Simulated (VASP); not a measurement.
GaAs (zincblende type):

```
CELL_PARAMETERS angstrom
0.00000 2.89763 2.89763
2.89763 0.00000 2.89763
2.89763 2.89763 0.00000
ATOMIC_POSITIONS crystal
Ga 0.00000 0.00000 0.00000
As 0.25000 0.25000 0.25000
```

```yaml
Program: VASP 6.6.1
Task: relaxation of cell and atoms
Functional: PBEsol
Potentials_or_basis: VASP PAW PBE potentials, release 64 (Ga_d, As)
Cutoff: 600 eV
k_mesh: 11 × 11 × 11
Occupations: fermi-dirac, width 0.08 eV
Spin: no spin polarisation
```

At the start: pressure -4.1 GPa; volume 24.33 Å³/atom.

Task: Where does the relaxation end?

Result: Over 3 steps the energy falls by 21.9 meV/atom and the volume is 22.71 Å³/atom (-6.7 %); space group F-43m (No. 216, to 0.05 Å).

Step by step:
```
step  energy change (eV)  largest force (eV/Å)  pressure (GPa)  volume (Å³)
   1              0.0000                0.0000           -4.06        48.66
   2             -0.0392                0.0000            1.57        44.44
   3             -0.0438                0.0000            0.00        45.41
```

Final structure:
```cif
data_structure
_symmetry_space_group_name_H-M 'P 1'
_symmetry_Int_Tables_number 1
_cell_length_a 4.0046
_cell_length_b 4.0046
_cell_length_c 4.0046
_cell_angle_alpha 60.000
_cell_angle_beta 60.000
_cell_angle_gamma 60.000
_cell_volume 45.41
loop_
_atom_site_label
_atom_site_type_symbol
_atom_site_fract_x
_atom_site_fract_y
_atom_site_fract_z
_atom_site_occupancy
Ga1 Ga 0.00000 0.00000 0.00000 1
As1 As 0.25000 0.25000 0.25000 1
```

Caveat: the PAW data sets were made with another functional, which shifts forces and pressure a little.
